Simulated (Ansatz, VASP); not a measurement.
In: VASP beside Ansatz

```
In
1.0
    -2.12121    2.12121    2.12121
     1.97061   -1.97061    1.82001
     1.97061    1.82001   -1.97061
In
1
Direct
  0.00000 0.00000 0.00000
```

Alike in both runs: task single point; functional PBE; k mesh 15 × 15 × 15; occupations gaussian, width 0.1 eV; no spin polarisation.

```csv
,VASP,Ansatz
version,VASP 6.6.1,Ansatz 0.2.0
potentials or method,"VASP PAW PBE potentials, release 64 (In_d), cutoff 500 eV","scalar-relativistic, plane waves, PAW"
valence electrons in the cell,13,13
```

|  | VASP | Ansatz | Ansatz less VASP |
| --- | --- | --- | --- |
| gap on the k mesh at the Fermi level (eV) | none | none | - |
| pressure (GPa) | -2.3 | -2.2 | +0.02 |
| traceless stress, the component that is largest in VASP (GPa) | 0.27 | 0.26 | -0.003 |

A gap of «none» marks a metal or a gap that the smearing closes. With one functional, cell and mesh, what is left measures potentials, basis and numerics.
